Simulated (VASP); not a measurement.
## Si4O7 (a cell with a defect): single point with PBE

System: Si4O7 (a cell with a defect).

```
Si O
1.0
     0.00000    4.23580   -2.68994
     0.00000   -4.23580   -2.68994
    -4.23580    0.00000    2.68994
Si O
4 7
Direct
  0.25000 0.75000 0.50000
  0.75000 0.25000 0.50000
  0.00000 0.00000 0.00000
  0.50000 0.50000 0.00000
  0.00000 0.30698 0.30698
  0.55698 0.75000 0.80698
  0.05698 0.25000 0.80698
  0.00000 0.69302 0.69302
  0.41653 0.19302 0.60955
  0.94302 0.75000 0.19302
  0.44302 0.25000 0.19302
```

This cell differs from its parent crystal: atoms taken out, atom 9 moved 0.000 of the way to it and -0.500 Å across, host rigid.

```
Program             : VASP 6.6.1
Task                : single point
Functional          : PBE
Potentials or basis : VASP PAW PBE potentials, release 64 (Si, O)
Cutoff              : 520 eV
k mesh              : 6 × 6 × 6
Occupations         : gaussian, width 0.05 eV
Spin                : no spin polarisation
```

The pressure is 0.1 GPa. The largest force is 5.728 eV/Å. The band gap on the k mesh is 1.79 eV.

Forces on the atoms (eV/Å):
```
Si   0.638 -0.191 -1.527
Si   0.638 -0.191  1.527
Si  -0.236 -0.076  0.000
Si   0.656  0.066  0.000
O    0.387 -0.100  0.000
O   -0.247 -1.254 -0.967
O   -0.247 -1.254  0.967
O   -0.151 -0.065  0.000
O   -4.724  3.240  0.000
O    1.643 -0.087  1.302
O    1.643 -0.087 -1.302
```

Stress tensor (GPa, compression positive):
```
 3.45 -1.87  0.00
-1.87 -1.91  0.00
 0.00  0.00 -1.34
```

Levels at points of the mesh, in eV from the valence-band top:
```tsv
k point	band 27	band 28	band 29	band 30	band 31	band 32
(0.00, 0.00, 0.00)	-2.67	-2.39	-1.99	3.67	3.80	4.01
(0.50, 0.00, 0.00)	-2.91	-2.77	-0.15	2.99	3.55	5.62
(0.50, 0.00, 0.50)	-2.99	-2.74	-0.39	1.79	3.97	6.09
(0.50, 0.50, 0.00)	-3.25	-2.45	-0.72	2.73	4.56	5.50
(0.00, 0.00, 0.50)	-3.23	-3.21	-0.53	2.39	4.43	5.87
(0.50, 0.50, 0.50)	-3.96	-3.73	-0.03	2.56	3.74	5.70
```

It took 2.4 min on 1 thread of Intel(R) Xeon(R) 6975P-C (Granite Rapids), with other jobs on the host, peak memory 0.34 GiB.

Caveat: the cell differs from its parent crystal (atoms taken out, atom 9 moved 0.000 of the way to it and -0.500 Å across, host rigid).
